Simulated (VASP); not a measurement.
MoPt, 2 atoms in the cell. It takes space group P-6m2 (No. 187, hexagonal). The conventional cell has a = 2.821 Å, b = 2.821 Å, c = 4.527 Å, α = 90.00°, β = 90.00°, γ = 120.00°. Within 3.7 Å of Mo (site symmetry -6m2) lie 6 Pt at 2.79 Å and 6 Mo at 2.82 Å. Within 3.7 Å of Pt (site symmetry -6m2) lie 6 Mo at 2.79 Å and 6 Pt at 2.82 Å. 

* Program: VASP 6.6.1
* Task: relaxation of cell and atoms
* Functional: PBEsol
* Potentials or basis: VASP PAW PBE potentials, release 64 (Mo_sv, Pt)
* Cutoff: 600 eV
* k mesh: 8 × 8 × 5
* Occupations: methfessel-paxton, width 0.1 eV
* Spin: no spin polarisation
* Dipole correction: no
* Further INCAR settings: ALGO = Normal; EDIFF = 1e-07; IBRION = 2; EDIFFG = -0.02; NSW = 80; ISIF = 3

Potentials or basis: VASP PAW PBE potentials, release 64 (Mo_sv, Pt).

Run with:

```bash
$ cat potpaw_PBE.64/Mo_sv/POTCAR potpaw_PBE.64/Pt/POTCAR > POTCAR
$ mpirun -np 1 vasp_std > vasp.out
```

Hardware: 1 thread of Intel Xeon 6975P-C (shared host).

Q: How long does it take, and how much memory?

A: Wall time 75 s on 1 thread of Intel Xeon 6975P-C, with other jobs on the host, peak memory 0.17 GiB. Counts: scf iterations 84, k points 30, ion steps 9.
